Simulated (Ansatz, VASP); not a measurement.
**Ni: VASP beside Ansatz**

```
Ni
1.0
     2.44802    0.00000    0.00000
    -1.22401    2.12005    0.00000
     0.00000    0.00000    4.07281
Ni
2
Direct
  0.66667 0.33333 0.75000
  0.33333 0.66667 0.25000
```

Alike in both runs: task relaxation of cell and atoms; functional PBEsol; dispersion D4; k mesh 12 × 12 × 7; occupations fermi-dirac, width 0.05 eV; collinear spin.

|  | VASP | Ansatz |
| --- | --- | --- |
| version | VASP 6.6.1 | Ansatz 0.2.0 |
| potentials or method | VASP PAW PBE potentials, release 64 (Ni) | Ansatz PAW |
| plane-wave cutoff (eV) | 600 | 420 |
| valence electrons in the cell | 20 | 36 |

Ansatz gave:

```
gap on the k mesh at the Fermi level, each at its own relaxed structure (eV)  : none
net moment per atom (μB)                                                      : 0.64
size of the moment on the site where the two differ most (μB)                 : 0.68
relaxed volume (Å³/atom)                                                      : 10.25
relaxed length of the cell vector where the two differ most in proportion (Å) : 2.436
```

Problem. Estimate VASP's values.

Solution. gap on the k mesh at the Fermi level, each at its own relaxed structure (eV): none; net moment per atom (μB): 0.63; size of the moment on the site where the two differ most (μB): 0.63; relaxed volume (Å³/atom): 10.23; relaxed length of the cell vector where the two differ most in proportion (Å): 2.434.

VASP's potentials were made for PBE, not for PBEsol. Site moments also hang on the region over which each program counts them. A gap of «none» marks a metal or a gap that the smearing closes. VASP's potentials hold 20 valence electrons a cell and Ansatz's 36, so a difference there can come from the potentials and not from the codes.

Noted on Ansatz's run: the plane-wave basis is chosen anew once the cell has moved, so the energies of steps on either side of that aren't comparable.
